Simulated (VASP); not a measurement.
# SnSe (Pnma) in VASP: single point with PBE+D3(BJ)

Aim: the single point of SnSe with PBE+D3(BJ).

Everything below comes from runs of VASP 6.6.1. Logs are shortened: lines on timing, memory, paths and dates and some standing lists are left out, and cuts for length are marked.

## 1. The cell of the first run

It takes space group Pnma (No. 62, orthorhombic). The conventional cell has a = 11.882 Å, b = 4.208 Å, c = 4.617 Å, α = 90.00°, β = 90.00°, γ = 90.00°. Within 3.8 Å of Sn (site symmetry m) lie 6 Se at 2.78 to 3.57 Å and 2 Sn at 3.79 Å. Se (site symmetry m) has 6 Sn at 2.78 to 3.57 Å within 3.7 Å.

## 2. Single point, PBE+D3(BJ) (28.86 Å³/atom)

INCAR

```
SYSTEM = SnSe
  ALGO = Normal
  EDIFF = 1E-7
  ENCUT = 520
  GGA = PE
  ISIF = 2
  ISMEAR = 0
  IVDW = 12
  LASPH = .TRUE.
  LCHARG = .TRUE.
  LELF = .TRUE.
  LREAL = .FALSE.
  LVHAR = .TRUE.
  LWAVE = .FALSE.
  NBANDS = 50
  NELM = 80
  PREC = Accurate
  SIGMA = 0.02
```

KPOINTS

```
k-points
0
G
  4 8 8
  0 0 0
```

POSCAR

```
SnSe
1.0
   11.8815990773      0.0000000000      0.0000000000
    0.0000000000      4.2084969638      0.0000000000
    0.0000000000      0.0000000000      4.6171200202
Sn Se
4 4
Direct
    0.1233724786      0.2500000000      0.1254146765
    0.3766275214      0.7500000000      0.6254146765
    0.6233724786      0.2500000000      0.3745853235
    0.8766275214      0.7500000000      0.8745853235
    0.3545359766      0.2500000000      0.0273413533
    0.1454640234      0.7500000000      0.5273413533
    0.8545359766      0.2500000000      0.4726586467
    0.6454640234      0.7500000000      0.9726586467
```

Potentials or basis: VASP PAW PBE potentials, release 64 (Sn_d, Se).

Started as:

```
cat potpaw_PBE.64/Sn_d/POTCAR potpaw_PBE.64/Se/POTCAR > POTCAR
mpirun -np 1 vasp_std > vasp.out
```

OUTCAR:

```text
SYSTEM = SnSe
   EDIFF = 1E-7
   ENCUT = 520
   GGA = PE
   ISIF = 2
   ISMEAR = 0
   IVDW = 12
   LASPH = .TRUE.
   LREAL = .FALSE.
   NELM = 80
   PREC = Accurate
 IVDW          = 12

 ion  position               nearest neighbor table
   1  0.123  0.250  0.125-   5 2.78   6 2.82   6 2.82
   2  0.377  0.750  0.625-   6 2.78   5 2.82   5 2.82
   3  0.623  0.250  0.375-   7 2.78   8 2.82   8 2.82
   4  0.877  0.750  0.875-   8 2.78   7 2.82   7 2.82
   5  0.355  0.250  0.027-   1 2.78   2 2.82   2 2.82
   6  0.145  0.750  0.527-   2 2.78   1 2.82   1 2.82
   7  0.855  0.250  0.473-   3 2.78   4 2.82   4 2.82
   8  0.645  0.750  0.973-   4 2.78   3 2.82   3 2.82

  LATTYP: Found a simple orthorhombic cell.
 ALAT       =     4.2084969638
 B/A-ratio  =     1.0970947728
 C/A-ratio  =     2.8232405012

  Lattice vectors:

 A1 = (   0.0000000000,   4.2084969638,   0.0000000000)
 A2 = (   0.0000000000,   0.0000000000,   4.6171200202)
 A3 = (  11.8815990773,   0.0000000000,   0.0000000000)

Analysis of symmetry for initial positions (statically):
=====================================================================
 Subroutine PRICEL returns:
 Original cell was already a primitive cell.

 Routine SETGRP: Setting up the symmetry group for a
 simple orthorhombic supercell.

 Subroutine GETGRP returns: Found  8 space group operations
 (whereof  2 operations were pure point group operations)
 out of a pool of  8 trial point group operations.

The static configuration has the point symmetry S_2 .
 The point group associated with its full space group is D_2h.

Analysis of symmetry for dynamics (positions and initial velocities):
=====================================================================
 Subroutine PRICEL returns:
 Original cell was already a primitive cell.

 Routine SETGRP: Setting up the symmetry group for a
 simple orthorhombic supercell.

 Subroutine GETGRP returns: Found  8 space group operations
 (whereof  2 operations were pure point group operations)
 out of a pool of  8 trial point group operations.

The dynamic configuration has the point symmetry S_2 .
 The point group associated with its full space group is D_2h.

 Subroutine INISYM returns: Found  8 space group operations
 (whereof  2 operations are pure point group operations),
 and found     1 'primitive' translations

----------------------------------------------------------------------------------------

                                     Primitive cell

  volume of cell :     230.8730

  direct lattice vectors                    reciprocal lattice vectors
    11.881599077  0.000000000  0.000000000     0.084163756  0.000000000  0.000000000
     0.000000000  4.208496964  0.000000000     0.000000000  0.237614523  0.000000000
     0.000000000  0.000000000  4.617120020     0.000000000  0.000000000  0.216585230

  length of vectors
    11.881599077  4.208496964  4.617120020     0.084163756  0.237614523  0.216585230

  position of ions in fractional coordinates (direct lattice)
     0.123372479  0.250000000  0.125414677
     0.376627521  0.750000000  0.625414677
     0.623372479  0.250000000  0.374585323
     0.876627521  0.750000000  0.874585323
     0.354535977  0.250000000  0.027341353
     0.145464023  0.750000000  0.527341353
     0.854535977  0.250000000  0.472658647
     0.645464023  0.750000000  0.972658647

  ion indices of the primitive-cell ions
   primitive index   ion index
                 1           1
                 2           2
                 3           3
                 4           4
                 5           5
                 6           6
                 7           7
                 8           8

----------------------------------------------------------------------------------------

 KPOINTS: k-points

Automatic generation of k-mesh.
 Grid dimensions read from file:
 generate k-points for:    4    8    8

 Generating k-lattice:

  Cartesian coordinates                     Fractional coordinates (reciprocal lattice)
     0.021040939  0.000000000  0.000000000     0.250000000  0.000000000  0.000000000
     0.000000000  0.029701815  0.000000000     0.000000000  0.125000000  0.000000000
     0.000000000  0.000000000  0.027073154     0.000000000  0.000000000  0.125000000

  Length of vectors
     0.021040939  0.029701815  0.027073154

  Shift w.r.t. Gamma in fractional coordinates (k-lattice)
     0.000000000  0.000000000  0.000000000

 Subroutine IBZKPT returns following result:
 ===========================================

 Found     75 irreducible k-points:

 Following reciprocal coordinates:
            Coordinates               Weight
  0.000000  0.000000  0.000000      1.000000
  0.250000  0.000000  0.000000      2.000000
  0.500000  0.000000  0.000000      1.000000
  0.000000  0.125000  0.000000      2.000000
  0.250000  0.125000  0.000000      4.000000
  0.500000  0.125000  0.000000      2.000000
[... 16 lines left out ...]
  0.250000  0.250000  0.125000      8.000000
  0.500000  0.250000  0.125000      4.000000
 [... further k-points ...]
   k-points           NKPTS =     75   k-points in BZ     NKDIM =     75   number of bands    NBANDS=     50
   number of dos      NEDOS =    301   number of ions     NIONS =      8
   total plane-waves  NPLWV = 103680
   dimension x,y,z NGX =    90 NGY =   32 NGZ =   36
   dimension x,y,z NGXF=   180 NGYF=   64 NGZF=   72
   ions per type =               4   4
   NGX,Y,Z   is equivalent  to a cutoff of  12.59, 12.64, 12.96 a.u.
   NGXF,Y,Z  is equivalent  to a cutoff of  25.19, 25.28, 25.92 a.u.
 SYSTEM =  SnSe
   PREC   = accura    normal or accurate (medium, high low for compatibility)
   ISTART =      0    job   : 0-new  1-cont  2-samecut
   ICHARG =      2    charge: 1-file 2-atom 10-const
   ISPIN  =      1    spin polarized calculation?
   LNONCOLLINEAR =      F non collinear calculations
   LSORBIT =      F    spin-orbit coupling
   LASPH  =      T    aspherical Exc in radial PAW
   ENCUT  =  520.0 eV  38.22 Ry    6.18 a.u.  22.09  7.83  8.58*2*pi/ulx,y,z
   NELM   =     80;   NELMIN=  2; NELMDL= -5     # of ELM steps
   EDIFF  = 0.1E-06   stopping-criterion for ELM
   LREAL  =      F    real-space projection
   EDIFFG = 0.1E-05   stopping-criterion for IOM
   NSW    =      0    number of steps for IOM
   IBRION =     -1    ionic relax: 0-MD 1-quasi-New 2-CG
   NFREE  =      0    steps in history (QN), initial steepest desc. (CG)
   ISIF   =      2    stress and relaxation
   ISYM   =      2    0-nonsym 1-usesym 2-fastsym
   POTIM  = 0.5000    time-step for ionic-motion
   TEBEG  =    0.0;   TEEND  =   0.0 temperature during run
   PSTRESS=    0.0 pullay stress
   NELECT =      80.0000    total number of electrons
   NUPDOWN=      -1.0000    fix difference up-down
   EMIN   =  10.00;   EMAX   =-10.00  energy-range for DOS
   EFERMI =   0.00;   METHOD = LEGACY
   ISMEAR =     0;   SIGMA  =   0.02  broadening in eV -4-tet -1-fermi 0-gaus
   EFERMI_NEDOS =   21; number of points for ismear=-14 and -15
   IALGO  =     38    algorithm
   IMIX   =      4    mixing-type and parameters
     AMIX     =   0.40;   BMIX     =  1.00
     AMIX_MAG =   1.60;   BMIX_MAG =  1.00
  volume/ion in A,a.u.               =      28.86       194.75
  Fermi-wavevector in a.u.,A,eV,Ry     =   1.149866  2.172931 17.989504  1.322191
  Thomas-Fermi vector in A             =   2.286533
   LORBIT       =      0    0 simple, 1 ext, 2 COOP (PROOUT), +10 PAW based schemes
   GGA     = PE    functional components
   LHFCALC =     F    Hartree Fock is set to
   AEXX    =    0.0000 exact exchange contribution
   IVDW    =    12    specifies the selected vdW correction
   LEPSILON=     F    determine dielectric tensor
   LRPA    =     F    only Hartree local field effects (RPA)
 non-spin polarized calculation
 Gauss-broadening in eV      SIGMA  =   0.02
  energy-cutoff  :      520.00
  volume of cell :      230.87
 maximum number of plane-waves:      6244
 NGX is ok and might be reduce to    90
   NGX = 45   NGY = 15   NGZ = 17

 number of electron      79.9999986 magnetization

 Free energy of the ion-electron system (eV)
  ---------------------------------------------------
  ext. energy  EPLUGINS =         0.00000000
  ---------------------------------------------------
  free energy    TOTEN  =       -32.87978191 eV

  energy without entropy =      -32.87978191  energy(sigma->0) =      -32.87978191

 E-fermi :   4.6991     XC(G=0):  -9.3186

 val. band max:        4.5878952362   @ k =   0.0000   0.0000   0.3750
 cond. band min:       5.3073898332   @ k =   0.0000   0.3750   0.0000
 fundamental gap:      0.7194945970
 Fermi energy:         4.6990791997

 k-point     1 :       0.0000    0.0000    0.0000
  band No.  band energies     occupation
      1     -16.6610      2.00000
      2     -16.6547      2.00000
      3     -16.6494      2.00000
      4     -16.6480      2.00000
      5     -16.6470      2.00000
      6     -16.6458      2.00000
[... 42 lines left out ...]
     49       9.3147      0.00000
     50       9.3206      0.00000

 k-point     2 :       0.2500    0.0000    0.0000
  band No.  band energies     occupation
      1     -16.6602      2.00000
      2     -16.6558      2.00000
      3     -16.6490      2.00000
      4     -16.6478      2.00000
      5     -16.6473      2.00000
      6     -16.6464      2.00000
[... 42 lines left out ...]
     49       9.3137      0.00000
     50       9.5668      0.00000

 k-point     3 :       0.5000    0.0000    0.0000
  band No.  band energies     occupation
      1     -16.6581      2.00000
      2     -16.6581      2.00000
      3     -16.6481      2.00000
      4     -16.6481      2.00000
      5     -16.6473      2.00000
      6     -16.6473      2.00000
[... 1102 lines left out ...]
     49       8.5185      0.00000
     50       9.0385      0.00000

 k-point    24 :       0.5000    0.2500    0.1250
  band No.  band energies     occupation
      1     -16.6550      2.00000
      2     -16.6550      2.00000
      3     -16.6521      2.00000
      4     -16.6521      2.00000
      5     -16.6446      2.00000
      6     -16.6446      2.00000
[... 42 lines left out ...]
     49       8.7330      0.00000
     50       8.7331      0.00000

 [... further k-points ...]

------------------------ aborting loop because EDIFF is reached ----------------------------------------

 Edisp (eV)   -2.71905

 E8    (eV) :    -1.2299

  FORCE on cell =-STRESS in cart. coord.  units (eV):
  Direction    XX          YY          ZZ          XY          YZ          ZX
  --------------------------------------------------------------------------------------
  -------------------------------------------------------------------------------------
  Total      -1.36546    -1.31875    -1.37722     0.00000     0.00000     0.00000
  in kB      -9.47583    -9.15167    -9.55744     0.00000     0.00000     0.00000
  external pressure =       -9.39 kB  Pullay stress =        0.00 kB

 VOLUME and BASIS-vectors are now :
 -----------------------------------------------------------------------------
  energy-cutoff  :      520.00
  volume of cell :      230.87
      direct lattice vectors                 reciprocal lattice vectors
    11.881599077  0.000000000  0.000000000     0.084163756  0.000000000  0.000000000
     0.000000000  4.208496964  0.000000000     0.000000000  0.237614523  0.000000000
     0.000000000  0.000000000  4.617120020     0.000000000  0.000000000  0.216585230

 POSITION                                       TOTAL-FORCE (eV/Angst)
 -----------------------------------------------------------------------------------
      1.46586      1.05212      0.57905        -0.012727      0.000000     -0.008027
      4.47494      3.15637      2.88761         0.012727     -0.000000     -0.008027
      7.40666      1.05212      1.72951        -0.012727      0.000000      0.008027
     10.41574      3.15637      4.03807         0.012727     -0.000000      0.008027
      4.21245      1.05212      0.12624         0.005222      0.000000      0.007428
      1.72835      3.15637      2.43480        -0.005222      0.000000      0.007428
     10.15325      1.05212      2.18232         0.005222     -0.000000     -0.007428
      7.66914      3.15637      4.49088        -0.005222     -0.000000     -0.007428
 -----------------------------------------------------------------------------------
    total drift:                                0.000000      0.000000     -0.000000

  FREE ENERGIE OF THE ION-ELECTRON SYSTEM (eV)
  ---------------------------------------------------
  free  energy   TOTEN  =       -35.5988282414 eV

  energy  without entropy=      -35.5988282414  energy(sigma->0) =      -35.59882824
```

It took 23 min on 1 thread of Oxide Virtual Turin-like, shared host; peak memory 0.72 GiB.

Results:

```
Free energy                : -35.5988 eV
Pressure                   : -0.9 GPa
Largest force              : 0.015 eV/Å
Band gap on the k mesh     : 0.72 eV (least direct gap 0.95 eV)
Dispersion energy per atom : -0.340 eV
```

Forces on the atoms (eV/Å):
```
Sn  -0.013  0.000 -0.008
Sn   0.013  0.000 -0.008
Sn  -0.013  0.000  0.008
Sn   0.013  0.000  0.008
Se   0.005  0.000  0.007
Se  -0.005  0.000  0.007
Se   0.005  0.000 -0.007
Se  -0.005  0.000 -0.007
```

Caveat: semilocal functionals underestimate gaps, and a narrow one can read as zero; spin-orbit coupling is left out, which moves the levels of the heavy elements. A k mesh can miss the band edges.
